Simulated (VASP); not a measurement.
**SbSe2: single point with PBE**

The system is SbSe2.

```
Sb Se
1.0
     3.86013    0.00000    0.00000
     0.00000    3.86013    0.00000
     0.00000    0.00000    5.48829
Sb Se
1 2
Direct
  0.00000 0.00000 0.00000
  0.50000 0.50000 0.25573
  0.50000 0.50000 0.74427
```

```yaml
Program: VASP 6.6.1
Task: single point
Functional: PBE
Potentials_or_basis: VASP PAW PBE potentials, release 64 (Sb, Se)
Cutoff: 520 eV
k_mesh: 6 × 6 × 4
Occupations: gaussian, width 0.1 eV
Spin: no spin polarisation
Dipole_correction: no
Further_INCAR_settings: ALGO = Normal; EDIFF = 1e-06; NBANDS = 16
```

```
Pressure      : 0.1 GPa
Largest force : 0.014 eV/Å
```

Forces in eV/Å, atoms in the order of the input:
```
Sb   0.000  0.000  0.000
Se   0.000  0.000 -0.014
Se   0.000  0.000  0.014
```

Stress tensor (GPa, compression positive):
```
 0.18  0.00  0.00
 0.00  0.18  0.00
 0.00  0.00 -0.14
```

Levels at points of the mesh, in eV from the Fermi level:
| k point | band 6 | band 7 | band 8 | band 9 | band 10 | band 11 | band 12 | band 13 |
| --- | --- | --- | --- | --- | --- | --- | --- | --- |
| (0.00, 0.00, 0.00) | -3.91 | -0.82 | -0.82 | -0.55 | 2.41 | 2.41 | 2.93 | 3.03 |
| (0.50, 0.00, 0.00) | -2.65 | -2.45 | -0.54 | -0.43 | 0.07 | 2.95 | 3.05 | 3.52 |
| (0.50, 0.50, 0.00) | -5.84 | -2.53 | -2.53 | -1.02 | 0.85 | 0.85 | 3.23 | 5.01 |
| (0.00, 0.00, 0.50) | -3.13 | -1.95 | -1.95 | -1.91 | -0.59 | 3.30 | 3.37 | 3.37 |
| (0.50, 0.00, 0.50) | -2.39 | -1.93 | -1.63 | -1.05 | 0.13 | 0.31 | 2.07 | 5.17 |
| (0.50, 0.50, 0.50) | -3.80 | -3.80 | -2.13 | -1.86 | -1.52 | 2.90 | 2.90 | 8.02 |

It took 29 s on 1 thread of Intel(R) Xeon(R) Platinum 8375C CPU @ 2.90GHz (Ice Lake), on a shared host, peak memory 0.2 GiB.

Caveat: spin-orbit coupling is left out, which moves the levels of the heavy elements.
